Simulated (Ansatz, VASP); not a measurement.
**Two plane-wave programs on BAs**

```
B As
1.0
     0.00000    2.39187    2.39187
     2.39187    0.00000    2.39187
     2.39187    2.39187    0.00000
B As
1 1
Direct
  0.00000 0.00000 0.00000
  0.25000 0.25000 0.25000
```

Alike in both runs: task single point; functional r2SCAN; k mesh 10 × 10 × 10; no spin polarisation.

```csv
,VASP,Ansatz
version,VASP 6.6.1,Ansatz 0.2.0
potentials or method,"VASP PAW PBE potentials, release 64 (B, As)","plane waves, PAW"
plane-wave cutoff (eV),520,500
occupations,"gaussian, width 0.01 eV",fixed
valence electrons in the cell,8,18
```

```csv
,VASP,Ansatz,Ansatz less VASP
gap on the k mesh at the Fermi level (eV),1.37,1.37,0.000
pressure (GPa),0.3,0.0,-0.24
```

VASP's potentials were made for PBE, not for r2SCAN. VASP's potentials hold 8 valence electrons a cell and Ansatz's 18, so a difference there can come from the potentials and not from the codes.
